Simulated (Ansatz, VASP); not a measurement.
## One calculation of Zn5BiO, two programs

```
Zn Bi O
1.0
     3.24351    0.11621    0.15095
    -1.51848    2.84018   -0.12485
     0.65129   -0.23031   13.22459
Zn Bi O
5 1 1
Direct
  0.28218 0.75397 0.46972
  0.73747 0.27701 0.66449
  0.02473 0.09968 0.32511
  0.72811 0.42094 0.18387
  0.06973 0.00113 0.80555
  0.42353 0.70561 0.99339
  0.73425 0.74165 0.56787
```

Change from the starting cell: cell x1, atoms moved at random (sigma 0.05 Å) and cell strained at random (1.5 %), then relaxed without symmetry.

Alike in both runs: functional PBE; k mesh 6 × 6 × 2; occupations gaussian, width 0.2 eV; no spin polarisation.

Ansatz relaxed the structure, and its values are those at the end. VASP's run is a single point on that final structure, the one shown.

|  | VASP | Ansatz |
| --- | --- | --- |
| version | VASP 6.6.1 | Ansatz 0.2.0 |
| potentials or method | VASP PAW PBE potentials, release 64 (Zn, Bi_d, O), cutoff 520 eV | scalar-relativistic, plane waves, PAW |
| valence electrons in the cell | 81 | 81 |

|  | VASP | Ansatz | Ansatz less VASP |
| --- | --- | --- | --- |
| gap on the k mesh at the Fermi level (eV) | none | none | - |
| pressure (GPa) | 0.3 | 0.0 | -0.24 |
| rms of the force components (eV/Å) | 0.014 | 0.004 | -0.0097 |

A gap of «none» marks a metal or a gap that the smearing closes. The functional is the same, so the differences come from potentials, cutoffs and numerics.

The k mesh is coarse, so the values compare programs but aren't converged. Neither program's run includes spin-orbit coupling.
